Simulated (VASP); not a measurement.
# SrHf (Pm-3m) in VASP: a series of runs

Runs on SrHf. Level: PBE. Tasks: single point, relaxation of cell and atoms.

Program: VASP 6.6.1. These are calculated values, not measurements. Logs are shortened: lines on timing, memory, paths and dates and some standing lists are left out, and cuts for length are marked.

## 1. The cell of the first run

Symmetry: Pm-3m, No. 221, cubic system. The conventional cell has a = 3.988 Å, b = 3.988 Å, c = 3.988 Å, α = 90.00°, β = 90.00°, γ = 90.00°. Sr (site symmetry m-3m) has 8 Hf at 3.45 Å and 6 Sr at 3.99 Å within 4.5 Å. Within 4.5 Å of Hf (site symmetry m-3m) lie 8 Sr at 3.45 Å and 6 Hf at 3.99 Å.

## 2. Single point, PBE

File INCAR:

```
ALGO = Fast
EDIFF = 1E-7
ENCUT = 520
GGA = PE
ISIF = 2
ISMEAR = 0
LASPH = True
LCHARG = False
LREAL = False
LWAVE = False
NBANDS = 17
NELM = 100
PREC = Accurate
SIGMA = 0.1
```

File KPOINTS:

```
k-points
0
Gamma
  4 4 4
```

File POSCAR:

```
SrHf
1.0
    3.9881105594      0.0000000000      0.0000000000
    0.0000000000      3.9881105594      0.0000000000
    0.0000000000      0.0000000000      3.9881105594
Sr Hf
1 1
Direct
    0.0000000000      0.0000000000      0.0000000000
    0.5000000000      0.5000000000      0.5000000000
```

Potentials or basis: VASP PAW PBE potentials, release 64 (Sr_sv, Hf_pv).

The run is started by

```bash
$ cat potpaw_PBE.64/Sr_sv/POTCAR potpaw_PBE.64/Hf_pv/POTCAR > POTCAR
$ mpirun -np 1 vasp_std > vasp.out
```

OUTCAR:

```text
EDIFF = 1E-7
   ENCUT = 520
   GGA = PE
   ISIF = 2
   ISMEAR = 0
   LASPH = True
   LREAL = False
   NELM = 100
   PREC = Accurate

 ion  position               nearest neighbor table
   1  0.000  0.000  0.000-   2 3.45   2 3.45   2 3.45   2 3.45   2 3.45   2 3.45   2 3.45   2 3.45

   2  0.500  0.500  0.500-   1 3.45   1 3.45   1 3.45   1 3.45   1 3.45   1 3.45   1 3.45   1 3.45

  LATTYP: Found a simple cubic cell.
 ALAT       =     3.9881105594

  Lattice vectors:

 A1 = (   3.9881105594,   0.0000000000,   0.0000000000)
 A2 = (   0.0000000000,   3.9881105594,   0.0000000000)
 A3 = (   0.0000000000,   0.0000000000,   3.9881105594)

Analysis of symmetry for initial positions (statically):
=====================================================================
 Subroutine PRICEL returns:
 Original cell was already a primitive cell.

 Routine SETGRP: Setting up the symmetry group for a
 simple cubic supercell.

 Subroutine GETGRP returns: Found 48 space group operations
 (whereof 48 operations were pure point group operations)
 out of a pool of 48 trial point group operations.

The static configuration has the point symmetry O_h .

Analysis of symmetry for dynamics (positions and initial velocities):
=====================================================================
 Subroutine PRICEL returns:
 Original cell was already a primitive cell.

 Routine SETGRP: Setting up the symmetry group for a
 simple cubic supercell.

 Subroutine GETGRP returns: Found 48 space group operations
 (whereof 48 operations were pure point group operations)
 out of a pool of 48 trial point group operations.

The dynamic configuration has the point symmetry O_h .

 Subroutine INISYM returns: Found 48 space group operations
 (whereof 48 operations are pure point group operations),
 and found     1 'primitive' translations

----------------------------------------------------------------------------------------

                                     Primitive cell

  volume of cell :      63.4310

  direct lattice vectors                    reciprocal lattice vectors
     3.988110559  0.000000000  0.000000000     0.250745305  0.000000000  0.000000000
     0.000000000  3.988110559  0.000000000     0.000000000  0.250745305  0.000000000
     0.000000000  0.000000000  3.988110559     0.000000000  0.000000000  0.250745305

  length of vectors
     3.988110559  3.988110559  3.988110559     0.250745305  0.250745305  0.250745305

  position of ions in fractional coordinates (direct lattice)
     0.000000000  0.000000000  0.000000000
     0.500000000  0.500000000  0.500000000

  ion indices of the primitive-cell ions
   primitive index   ion index
                 1           1
                 2           2

----------------------------------------------------------------------------------------

 KPOINTS: k-points

Automatic generation of k-mesh.
 Grid dimensions read from file:
 generate k-points for:    4    4    4

 Generating k-lattice:

  Cartesian coordinates                     Fractional coordinates (reciprocal lattice)
     0.062686326  0.000000000  0.000000000     0.250000000  0.000000000  0.000000000
     0.000000000  0.062686326  0.000000000     0.000000000  0.250000000  0.000000000
     0.000000000  0.000000000  0.062686326     0.000000000  0.000000000  0.250000000

  Length of vectors
     0.062686326  0.062686326  0.062686326

  Shift w.r.t. Gamma in fractional coordinates (k-lattice)
     0.000000000  0.000000000  0.000000000

 Subroutine IBZKPT returns following result:
 ===========================================

 Found     10 irreducible k-points:

 Following reciprocal coordinates:
            Coordinates               Weight
  0.000000  0.000000  0.000000      1.000000
  0.250000  0.000000  0.000000      6.000000
  0.500000  0.000000  0.000000      3.000000
  0.250000  0.250000  0.000000     12.000000
  0.500000  0.250000  0.000000     12.000000
  0.500000  0.500000  0.000000      3.000000
  0.250000  0.250000  0.250000      8.000000
  0.500000  0.250000  0.250000     12.000000
  0.500000  0.500000  0.250000      6.000000
  0.500000  0.500000  0.500000      1.000000
   k-points           NKPTS =     10   k-points in BZ     NKDIM =     10   number of bands    NBANDS=     17
   number of dos      NEDOS =    301   number of ions     NIONS =      2
   total plane-waves  NPLWV =  27000
   dimension x,y,z NGX =    30 NGY =   30 NGZ =   30
   dimension x,y,z NGXF=    60 NGYF=   60 NGZF=   60
   ions per type =               1   1
   NGX,Y,Z   is equivalent  to a cutoff of  12.51, 12.51, 12.51 a.u.
   NGXF,Y,Z  is equivalent  to a cutoff of  25.01, 25.01, 25.01 a.u.
 SYSTEM =  unknown system
   PREC   = accura    normal or accurate (medium, high low for compatibility)
   ISTART =      0    job   : 0-new  1-cont  2-samecut
   ICHARG =      2    charge: 1-file 2-atom 10-const
   ISPIN  =      1    spin polarized calculation?
   LNONCOLLINEAR =      F non collinear calculations
   LSORBIT =      F    spin-orbit coupling
   LASPH  =      T    aspherical Exc in radial PAW
   ENCUT  =  520.0 eV  38.22 Ry    6.18 a.u.   7.42  7.42  7.42*2*pi/ulx,y,z
   NELM   =    100;   NELMIN=  2; NELMDL= -5     # of ELM steps
   EDIFF  = 0.1E-06   stopping-criterion for ELM
   LREAL  =      F    real-space projection
   EDIFFG = 0.1E-05   stopping-criterion for IOM
   NSW    =      0    number of steps for IOM
   IBRION =     -1    ionic relax: 0-MD 1-quasi-New 2-CG
   NFREE  =      0    steps in history (QN), initial steepest desc. (CG)
   ISIF   =      2    stress and relaxation
   ISYM   =      2    0-nonsym 1-usesym 2-fastsym
   POTIM  = 0.5000    time-step for ionic-motion
   TEBEG  =    0.0;   TEEND  =   0.0 temperature during run
   PSTRESS=    0.0 pullay stress
   NELECT =      20.0000    total number of electrons
   NUPDOWN=      -1.0000    fix difference up-down
   EMIN   =  10.00;   EMAX   =-10.00  energy-range for DOS
   EFERMI =   0.00;   METHOD = LEGACY
   ISMEAR =     0;   SIGMA  =   0.10  broadening in eV -4-tet -1-fermi 0-gaus
   EFERMI_NEDOS =   21; number of points for ismear=-14 and -15
   IALGO  =     68    algorithm
   IMIX   =      4    mixing-type and parameters
     AMIX     =   0.40;   BMIX     =  1.00
     AMIX_MAG =   1.60;   BMIX_MAG =  1.00
  volume/ion in A,a.u.               =      31.72       214.03
  Fermi-wavevector in a.u.,A,eV,Ry     =   1.114254  2.105635 16.892484  1.241563
  Thomas-Fermi vector in A             =   2.250847
   LORBIT       =      0    0 simple, 1 ext, 2 COOP (PROOUT), +10 PAW based schemes
   GGA     = PE    functional components
   LHFCALC =     F    Hartree Fock is set to
   AEXX    =    0.0000 exact exchange contribution
   IVDW    =     0    specifies the selected vdW correction
   LEPSILON=     F    determine dielectric tensor
   LRPA    =     F    only Hartree local field effects (RPA)
 non-spin polarized calculation
 RMM-DIIS sequential band-by-band and
 Gauss-broadening in eV      SIGMA  =   0.10
  energy-cutoff  :      520.00
  volume of cell :       63.43
 maximum number of plane-waves:      1743
 NGX is ok and might be reduce to    30
   NGX = 15   NGY = 15   NGZ = 15

 number of electron      19.9999997 magnetization

 Free energy of the ion-electron system (eV)
  ---------------------------------------------------
  ext. energy  EPLUGINS =         0.00000000
  ---------------------------------------------------
  free energy    TOTEN  =        -9.52051758 eV

  energy without entropy =       -9.49277686  energy(sigma->0) =       -9.50664722

 E-fermi :   3.1340     XC(G=0):  -9.4948

 val. band max:        3.1090981599   @ k =   0.2500   0.2500   0.2500
 cond. band min:       3.1515254497   @ k =   0.5000   0.5000   0.2500
 fundamental gap:      0.0424272898
 Fermi energy:         3.1339635743

 k-point     1 :       0.0000    0.0000    0.0000
  band No.  band energies     occupation
      1     -31.8100      2.00000
      2     -28.3813      2.00000
      3     -28.3813      2.00000
      4     -28.3813      2.00000
      5     -13.8094      2.00000
      6     -13.8094      2.00000
[... 9 lines left out ...]
     16       8.9405      0.00000
     17       8.9405      0.00000

 k-point     2 :       0.2500    0.0000    0.0000
  band No.  band energies     occupation
      1     -31.8048      2.00000
      2     -28.3955      2.00000
      3     -28.3797      2.00000
      4     -28.3797      2.00000
      5     -13.9494      2.00000
      6     -13.8031      2.00000
[... 9 lines left out ...]
     16       7.1028      0.00000
     17       7.1028      0.00000

 k-point     3 :       0.5000    0.0000    0.0000
  band No.  band energies     occupation
      1     -31.7997      2.00000
      2     -28.4096      2.00000
      3     -28.3780      2.00000
      4     -28.3780      2.00000
      5     -14.0837      2.00000
      6     -13.7968      2.00000
[... 9 lines left out ...]
     16       6.2287      0.00000
     17       6.2287      0.00000

 k-point     4 :       0.2500    0.2500    0.0000
  band No.  band energies     occupation
      1     -31.7981      2.00000
      2     -28.3973      2.00000
      3     -28.3939      2.00000
      4     -28.3781      2.00000
      5     -13.9426      2.00000
      6     -13.9168      2.00000
[... 9 lines left out ...]
     16       7.0972      0.00000
     17       7.4136      0.00000

 k-point     5 :       0.5000    0.2500    0.0000
  band No.  band energies     occupation
      1     -31.7914      2.00000
      2     -28.4114      2.00000
      3     -28.3957      2.00000
      4     -28.3766      2.00000
      5     -14.0518      2.00000
      6     -13.9101      2.00000
[... 9 lines left out ...]
     16       6.6557      0.00000
     17       8.2509      0.00000

 k-point     6 :       0.5000    0.5000    0.0000
  band No.  band energies     occupation
      1     -31.7831      2.00000
      2     -28.4132      2.00000
      3     -28.4132      2.00000
      4     -28.3751      2.00000
      5     -14.0198      2.00000
      6     -14.0198      2.00000
[... 9 lines left out ...]
     16       8.1017      0.00000
     17      10.1386      0.00000

 k-point     7 :       0.2500    0.2500    0.2500
  band No.  band energies     occupation
      1     -31.7911      2.00000
      2     -28.3954      2.00000
      3     -28.3954      2.00000
      4     -28.3934      2.00000
      5     -13.9244      2.00000
      6     -13.9106      2.00000
[... 9 lines left out ...]
     16       7.5620      0.00000
     17       7.9628      0.00000

 k-point     8 :       0.5000    0.2500    0.2500
  band No.  band energies     occupation
      1     -31.7840      2.00000
      2     -28.4113      2.00000
      3     -28.3943      2.00000
      4     -28.3936      2.00000
      5     -14.0333      2.00000
      6     -13.9043      2.00000
[... 9 lines left out ...]
     16       7.5779      0.00000
     17       8.8484      0.00000

 k-point     9 :       0.5000    0.5000    0.2500
  band No.  band energies     occupation
      1     -31.7765      2.00000
      2     -28.4111      2.00000
      3     -28.4111      2.00000
      4     -28.3921      2.00000
      5     -14.0147      2.00000
      6     -14.0147      2.00000
[... 9 lines left out ...]
     16       8.5639      0.00000
     17       8.7639      0.00000

 k-point    10 :       0.5000    0.5000    0.5000
  band No.  band energies     occupation
      1     -31.7699      2.00000
      2     -28.4090      2.00000
      3     -28.4090      2.00000
      4     -28.4090      2.00000
      5     -14.0097      2.00000
      6     -14.0097      2.00000
[... 9 lines left out ...]
     16       6.1585      0.00000
     17      10.3187      0.00000

------------------------ aborting loop because EDIFF is reached ----------------------------------------

  FORCE on cell =-STRESS in cart. coord.  units (eV):
  Direction    XX          YY          ZZ          XY          YZ          ZX
  --------------------------------------------------------------------------------------
  -------------------------------------------------------------------------------------
  Total        0.0704291      0.0704291      0.0704291      0.0000000      0.0000000     -0.0000000
  in kB        1.7789390      1.7789390      1.7789390      0.0000000      0.0000000     -0.0000000
  external PRESSURE =       1.7789390 kB  Pullay stress =       0.0000000 kB

 VOLUME and BASIS-vectors are now :
 -----------------------------------------------------------------------------
  energy-cutoff  :      520.00
  volume of cell :       63.43
      direct lattice vectors                 reciprocal lattice vectors
     3.988110559  0.000000000  0.000000000     0.250745305  0.000000000  0.000000000
     0.000000000  3.988110559  0.000000000     0.000000000  0.250745305  0.000000000
     0.000000000  0.000000000  3.988110559     0.000000000  0.000000000  0.250745305

 POSITION                                       TOTAL-FORCE (eV/Angst)
 -----------------------------------------------------------------------------------
      0.00000      0.00000      0.00000         0.000000      0.000000      0.000000
      1.99406      1.99406      1.99406         0.000000      0.000000      0.000000
 -----------------------------------------------------------------------------------
    total drift:                                0.000000      0.000000      0.000000

  FREE ENERGIE OF THE ION-ELECTRON SYSTEM (eV)
  ---------------------------------------------------
  free  energy   TOTEN  =        -9.5205175769 eV

  energy  without entropy=       -9.4927768647  energy(sigma->0) =       -9.50664722
```

Run time: 31 s. Hardware: 1 thread of Intel Xeon 8259CL, shared host; peak memory 0.16 GiB.

What came out:

- Free energy: -9.5205 eV
- Pressure: 0.2 GPa
- Band gap on the k mesh: zero (bands 10 and 11 overlap by 0.25 eV)

Caveat: the k points lie up to 0.39 Å⁻¹ apart; spin-orbit coupling is left out, which moves the levels of the heavy elements.

(Part 1 of 2 ends here.)

The gap in the log of VASP goes by the Fermi energy; the results here count the filled bands.